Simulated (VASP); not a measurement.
# SiO2 (P4_12_12) in VASP: relaxation of the atoms with PBE

Aim: the relaxation of the atoms of SiO2 with PBE.

Program: VASP 6.6.1. These are calculated values, not measurements. Logs are shortened: lines on timing, memory, paths and dates and some standing lists are left out, and cuts for length are marked.

## 1. The cell of the first run

The structure is tetragonal, space group P4_12_12 (No. 92). The conventional cell has a = 4.996 Å, b = 4.996 Å, c = 7.016 Å, α = 90.00°, β = 90.00°, γ = 90.00°. Within 2.1 Å of Si (site symmetry 2) lie 4 O at 1.60 to 1.61 Å. O (site symmetry 1) has 2 Si at 1.60 to 1.61 Å within 2.1 Å.

## 2. Relaxation of the atoms, PBE

INCAR

```
PREC = Accurate
ENCUT = 520
EDIFF = 1E-6
ISMEAR = -1
SIGMA = 0.02
LREAL = False
LASPH = True
NELM = 100
ALGO = Normal
ISIF = 2
LWAVE = False
LCHARG = False
GGA = PE
IBRION = 2
NSW = 80
EDIFFG = -0.02
```

KPOINTS

```
Automatic mesh
0
Gamma
  4 4 3
```

POSCAR

```
SiO2
1.0
    4.9960000000      0.0000000000      0.0000000000
    0.0000000000      4.9960000000      0.0000000000
    0.0000000000      0.0000000000      7.0160000000
Si O
4 8
Direct
    0.2952500000      0.2952500000      0.0000000000
    0.2047500000      0.7952500000      0.2500000000
    0.7047500000      0.7047500000      0.5000000000
    0.7952500000      0.2047500000      0.7500000000
    0.2406000000      0.0951500000      0.1748200000
    0.4048500000      0.7406000000      0.4248200000
    0.7594000000      0.9048500000      0.6748200000
    0.5951500000      0.2594000000      0.9248200000
    0.7406000000      0.4048500000      0.5751800000
    0.9048500000      0.7594000000      0.3251800000
    0.2594000000      0.5951500000      0.0751800000
    0.0951500000      0.2406000000      0.8251800000
```

Potentials or basis: VASP PAW PBE potentials, release 64 (Si, O).

Launch:

```bash
cat potpaw_PBE.64/Si/POTCAR potpaw_PBE.64/O/POTCAR > POTCAR
mpirun -np 1 vasp_std > vasp.out
```

OUTCAR:

```text
PREC = Accurate
   ENCUT = 520
   EDIFF = 1E-6
   ISMEAR = -1
   LREAL = False
   LASPH = True
   NELM = 100
   ISIF = 2
   GGA = PE
   IBRION = 2
   NSW = 80
   EDIFFG = -0.02

 ion  position               nearest neighbor table
   1  0.295  0.295  0.000-   8 1.60  11 1.60   5 1.61  12 1.61   2 3.09   4 3.09   2 3.09   4 3.09

   2  0.205  0.795  0.250-   5 1.60  10 1.60   6 1.61  11 1.61   1 3.09   3 3.09   1 3.09   3 3.09

   3  0.705  0.705  0.500-   6 1.60   9 1.60   7 1.61  10 1.61   2 3.09   4 3.09   4 3.09   2 3.09

   4  0.795  0.205  0.750-   7 1.60  12 1.60   9 1.61   8 1.61   1 3.09   3 3.09   3 3.09   1 3.09

   5  0.241  0.095  0.175-   2 1.60   1 1.61
   6  0.405  0.741  0.425-   3 1.60   2 1.61
   7  0.759  0.905  0.675-   4 1.60   3 1.61
   8  0.595  0.259  0.925-   1 1.60   4 1.61
   9  0.741  0.405  0.575-   3 1.60   4 1.61
  10  0.905  0.759  0.325-   2 1.60   3 1.61
  11  0.259  0.595  0.075-   1 1.60   2 1.61
  12  0.095  0.241  0.825-   4 1.60   1 1.61

  LATTYP: Found a simple tetragonal cell.
 ALAT       =     4.9960000000
 C/A-ratio  =     1.4043234588

  Lattice vectors:

 A1 = (   4.9960000000,   0.0000000000,   0.0000000000)
 A2 = (   0.0000000000,   4.9960000000,   0.0000000000)
 A3 = (   0.0000000000,   0.0000000000,   7.0160000000)

Analysis of symmetry for initial positions (statically):
=====================================================================
 Subroutine PRICEL returns:
 Original cell was already a primitive cell.

 Routine SETGRP: Setting up the symmetry group for a
 simple tetragonal supercell.

 Subroutine GETGRP returns: Found  8 space group operations
 (whereof  2 operations were pure point group operations)
 out of a pool of 16 trial point group operations.

The static configuration has the point symmetry C_2 .
 The point group associated with its full space group is D_4 .

Analysis of symmetry for dynamics (positions and initial velocities):
=====================================================================
 Subroutine PRICEL returns:
 Original cell was already a primitive cell.

 Routine SETGRP: Setting up the symmetry group for a
 simple tetragonal supercell.

 Subroutine GETGRP returns: Found  8 space group operations
 (whereof  2 operations were pure point group operations)
 out of a pool of 16 trial point group operations.

The dynamic configuration has the point symmetry C_2 .
 The point group associated with its full space group is D_4 .

 Subroutine INISYM returns: Found  8 space group operations
 (whereof  2 operations are pure point group operations),
 and found     1 'primitive' translations

----------------------------------------------------------------------------------------

                                     Primitive cell

  volume of cell :     175.1195

  direct lattice vectors                    reciprocal lattice vectors
     4.996000000  0.000000000  0.000000000     0.200160128  0.000000000  0.000000000
     0.000000000  4.996000000  0.000000000     0.000000000  0.200160128  0.000000000
     0.000000000  0.000000000  7.016000000     0.000000000  0.000000000  0.142531357

  length of vectors
     4.996000000  4.996000000  7.016000000     0.200160128  0.200160128  0.142531357

  position of ions in fractional coordinates (direct lattice)
     0.295250000  0.295250000  0.000000000
     0.204750000  0.795250000  0.250000000
     0.704750000  0.704750000  0.500000000
     0.795250000  0.204750000  0.750000000
     0.240600000  0.095150000  0.174820000
     0.404850000  0.740600000  0.424820000
     0.759400000  0.904850000  0.674820000
     0.595150000  0.259400000  0.924820000
     0.740600000  0.404850000  0.575180000
     0.904850000  0.759400000  0.325180000
     0.259400000  0.595150000  0.075180000
     0.095150000  0.240600000  0.825180000

  ion indices of the primitive-cell ions
   primitive index   ion index
                 1           1
                 2           2
                 3           3
                 4           4
                 5           5
                 6           6
                 7           7
                 8           8
                 9           9
                10          10
                11          11
                12          12

----------------------------------------------------------------------------------------

 KPOINTS: Automatic mesh

Automatic generation of k-mesh.
 Grid dimensions read from file:
 generate k-points for:    4    4    3

 Generating k-lattice:

  Cartesian coordinates                     Fractional coordinates (reciprocal lattice)
     0.050040032  0.000000000  0.000000000     0.250000000  0.000000000  0.000000000
     0.000000000  0.050040032  0.000000000     0.000000000  0.250000000  0.000000000
     0.000000000  0.000000000  0.047510452     0.000000000  0.000000000  0.333333333

  Length of vectors
     0.050040032  0.050040032  0.047510452

  Shift w.r.t. Gamma in fractional coordinates (k-lattice)
     0.000000000  0.000000000  0.000000000

 Subroutine IBZKPT returns following result:
 ===========================================

 Found     12 irreducible k-points:

 Following reciprocal coordinates:
            Coordinates               Weight
  0.000000  0.000000  0.000000      1.000000
  0.250000  0.000000  0.000000      4.000000
  0.500000  0.000000  0.000000      2.000000
  0.250000  0.250000  0.000000      4.000000
  0.500000  0.250000  0.000000      4.000000
  0.500000  0.500000  0.000000      1.000000
  0.000000  0.000000  0.333333      2.000000
  0.250000  0.000000  0.333333      8.000000
  0.500000  0.000000  0.333333      4.000000
  0.250000  0.250000  0.333333      8.000000
  0.500000  0.250000  0.333333      8.000000
  0.500000  0.500000  0.333333      2.000000
   k-points           NKPTS =     12   k-points in BZ     NKDIM =     12   number of bands    NBANDS=     39
   number of dos      NEDOS =    301   number of ions     NIONS =     12
   total plane-waves  NPLWV =  86400
   dimension x,y,z NGX =    40 NGY =   40 NGZ =   54
   dimension x,y,z NGXF=    80 NGYF=   80 NGZF=  108
   ions per type =               4   8
   NGX,Y,Z   is equivalent  to a cutoff of  13.31, 13.31, 12.80 a.u.
   NGXF,Y,Z  is equivalent  to a cutoff of  26.62, 26.62, 25.59 a.u.
 SYSTEM =  unknown system
   PREC   = accura    normal or accurate (medium, high low for compatibility)
   ISTART =      0    job   : 0-new  1-cont  2-samecut
   ICHARG =      2    charge: 1-file 2-atom 10-const
   ISPIN  =      1    spin polarized calculation?
   LNONCOLLINEAR =      F non collinear calculations
   LSORBIT =      F    spin-orbit coupling
   LASPH  =      T    aspherical Exc in radial PAW
   ENCUT  =  520.0 eV  38.22 Ry    6.18 a.u.   9.29  9.29 13.05*2*pi/ulx,y,z
   NELM   =    100;   NELMIN=  2; NELMDL= -5     # of ELM steps
   EDIFF  = 0.1E-05   stopping-criterion for ELM
   LREAL  =      F    real-space projection
   EDIFFG = -.2E-01   stopping-criterion for IOM
   NSW    =     80    number of steps for IOM
   IBRION =      2    ionic relax: 0-MD 1-quasi-New 2-CG
   NFREE  =      1    steps in history (QN), initial steepest desc. (CG)
   ISIF   =      2    stress and relaxation
   ISYM   =      2    0-nonsym 1-usesym 2-fastsym
   POTIM  = 0.5000    time-step for ionic-motion
   TEBEG  =    0.0;   TEEND  =   0.0 temperature during run
   PSTRESS=    0.0 pullay stress
   NELECT =      64.0000    total number of electrons
   NUPDOWN=      -1.0000    fix difference up-down
   EMIN   =  10.00;   EMAX   =-10.00  energy-range for DOS
   EFERMI =   0.00;   METHOD = LEGACY
   ISMEAR =    -1;   SIGMA  =   0.02  broadening in eV -4-tet -1-fermi 0-gaus
   EFERMI_NEDOS =   21; number of points for ismear=-14 and -15
   IALGO  =     38    algorithm
   IMIX   =      4    mixing-type and parameters
     AMIX     =   0.40;   BMIX     =  1.00
     AMIX_MAG =   1.60;   BMIX_MAG =  1.00
  volume/ion in A,a.u.               =      14.59        98.48
  Fermi-wavevector in a.u.,A,eV,Ry     =   1.170460  2.211849 18.639672  1.369977
  Thomas-Fermi vector in A             =   2.306918
   LORBIT       =      0    0 simple, 1 ext, 2 COOP (PROOUT), +10 PAW based schemes
   GGA     = PE    functional components
   LHFCALC =     F    Hartree Fock is set to
   AEXX    =    0.0000 exact exchange contribution
   IVDW    =     0    specifies the selected vdW correction
   LEPSILON=     F    determine dielectric tensor
   LRPA    =     F    only Hartree local field effects (RPA)
 conjugate gradient relaxation of ions
 non-spin polarized calculation
  energy-cutoff  :      520.00
  volume of cell :      175.12
 maximum number of plane-waves:      4727
 NGX is ok and might be reduce to    40
   NGX = 19   NGY = 19   NGZ = 27

--------------------------------------- Ionic step        1  -------------------------------------------

 number of electron      64.0000014 magnetization

 Free energy of the ion-electron system (eV)
  ---------------------------------------------------
  ext. energy  EPLUGINS =         0.00000000
  ---------------------------------------------------
  free energy    TOTEN  =       -94.76292580 eV

  energy without entropy =      -94.76292580  energy(sigma->0) =      -94.76292580

------------------------ aborting loop because EDIFF is reached ----------------------------------------

  FORCE on cell =-STRESS in cart. coord.  units (eV):
  Direction    XX          YY          ZZ          XY          YZ          ZX
  --------------------------------------------------------------------------------------
  -------------------------------------------------------------------------------------
  Total        8.6119174      8.6119174      7.3142526      0.0000000      0.0000000     -0.0000000
  in kB       78.7908882     78.7908882     66.9184847      0.0000000      0.0000000     -0.0000000
  external PRESSURE =      74.8334204 kB  Pullay stress =       0.0000000 kB
[... 119 lines left out ...]
  FREE ENERGIE OF THE ION-ELECTRON SYSTEM (eV)
  ---------------------------------------------------
  free  energy   TOTEN  =       -94.7977143061 eV

  energy  without entropy=      -94.7977143061  energy(sigma->0) =      -94.79771431

[... ionic steps 4 to 15 ...]

--------------------------------------- Ionic step       16  -------------------------------------------

 number of electron      63.9999982 magnetization

------------------------ aborting loop because EDIFF is reached ----------------------------------------

  FORCE on cell =-STRESS in cart. coord.  units (eV):
  Direction    XX          YY          ZZ          XY          YZ          ZX
  --------------------------------------------------------------------------------------
  -------------------------------------------------------------------------------------
  Total        1.2031709      1.2031709      0.5553236      0.0000000      0.0000000     -0.0000000
  in kB       11.0078747     11.0078747      5.0806848      0.0000000      0.0000000     -0.0000000
  external PRESSURE =       9.0321447 kB  Pullay stress =       0.0000000 kB
[... 77 lines left out ...]
  energy  without entropy=      -94.9156892806  energy(sigma->0) =      -94.91568928

--------------------------------------- Ionic step       18  -------------------------------------------

 number of electron      63.9999982 magnetization

 Free energy of the ion-electron system (eV)
  ---------------------------------------------------
  ext. energy  EPLUGINS =         0.00000000
  ---------------------------------------------------
  free energy    TOTEN  =       -94.91595551 eV

  energy without entropy =      -94.91595551  energy(sigma->0) =      -94.91595551

 E-fermi :   0.4254     XC(G=0):  -8.3623

 val. band max:       -0.0063404202   @ k =   0.0000   0.0000   0.0000
 cond. band min:       5.5864177426   @ k =   0.0000   0.0000   0.0000
 fundamental gap:      5.5927581628
 Fermi energy:         0.4253561187

 k-point     1 :       0.0000    0.0000    0.0000
  band No.  band energies     occupation
      1     -19.3399      2.00000
      2     -18.4670      2.00000
      3     -18.4670      2.00000
      4     -17.3496      2.00000
      5     -17.2760      2.00000
      6     -17.2754      2.00000
[... 532 lines left out ...]
  FREE ENERGIE OF THE ION-ELECTRON SYSTEM (eV)
  ---------------------------------------------------
  free  energy   TOTEN  =       -94.9159555074 eV

  energy  without entropy=      -94.9159555074  energy(sigma->0) =      -94.91595551

 reached required accuracy - stopping structural energy minimisation
```

Run time: 15 min. Hardware: 1 thread of Intel Xeon Platinum 8259CL at 2.50GHz (Skylake/Cascade Lake), shared host; peak memory 0.3 GiB.

Results:

```yaml
Free_energy: -94.9160 eV
Energy_gained_by_relaxing: 12.8 meV/atom
Ionic_steps: 18
Pressure_after_relaxing: 0.9 GPa
Largest_force_after_relaxing: 0.016 eV/Å
Band_gap_on_the_k_mesh: 5.59 eV
```

Forces in eV/Å, atoms in the order of the input:
```
Si   0.011  0.011  0.000
Si  -0.011  0.011  0.000
Si  -0.011 -0.011  0.000
Si   0.011 -0.011  0.000
O    0.005  0.004 -0.015
O   -0.004  0.005 -0.015
O   -0.005 -0.004 -0.015
O    0.004 -0.005 -0.015
O    0.005 -0.004  0.015
O   -0.004 -0.005  0.015
O   -0.005  0.004  0.015
O    0.004  0.005  0.015
```

The path:
```csv
step,energy change (eV),largest force (eV/Å),pressure (GPa)
1,0.0000,0.4681,7.48
2,-0.0319,0.7685,6.02
3,-0.0348,0.5601,6.33
4,-0.0630,0.5027,5.56
5,-0.1135,0.3503,3.26
6,-0.1191,0.2907,2.20
7,-0.1257,0.1979,2.16
8,-0.1374,0.2650,2.06
9,-0.1387,0.3245,2.02
10,-0.1424,0.2638,1.98
11,-0.1489,0.0972,1.87
12,-0.1495,0.0752,1.82
13,-0.1499,0.0715,1.78
14,-0.1507,0.0609,1.66
15,-0.1521,0.0403,1.41
16,-0.1529,0.0541,0.90
17,-0.1528,0.0678,0.83
18,-0.1530,0.0158,0.88
```

Final structure:
```yaml
crystal:
  lattice:
    - [4.99600, 0.00000, 0.00000]
    - [0.00000, 4.99600, 0.00000]
    - [0.00000, 0.00000, 7.01600]
  atoms:
    - { symbol: Si, position: [0.30190, 0.30190, 0.00000] }
    - { symbol: Si, position: [0.19810, 0.80190, 0.25000] }
    - { symbol: Si, position: [0.69810, 0.69810, 0.50000] }
    - { symbol: Si, position: [0.80190, 0.19810, 0.75000] }
    - { symbol: O, position: [0.23811, 0.11011, 0.18164] }
    - { symbol: O, position: [0.38989, 0.73811, 0.43164] }
    - { symbol: O, position: [0.76189, 0.88989, 0.68164] }
    - { symbol: O, position: [0.61011, 0.26189, 0.93164] }
    - { symbol: O, position: [0.73811, 0.38989, 0.56836] }
    - { symbol: O, position: [0.88989, 0.76189, 0.31836] }
    - { symbol: O, position: [0.26189, 0.61011, 0.06836] }
    - { symbol: O, position: [0.11011, 0.23811, 0.81836] }
```

Levels at points of the mesh, in eV from the valence-band top:
```tsv
k point	band 29	band 30	band 31	band 32	band 33	band 34	band 35	band 36
(0.00, 0.00, 0.00)	-0.65	-0.31	-0.31	0.00	5.59	8.73	8.73	9.08
(0.50, 0.00, 0.00)	-0.63	-0.63	-0.48	-0.48	7.61	7.61	9.19	9.19
(0.50, 0.50, 0.00)	-0.57	-0.57	-0.53	-0.53	8.60	8.60	8.67	8.67
```
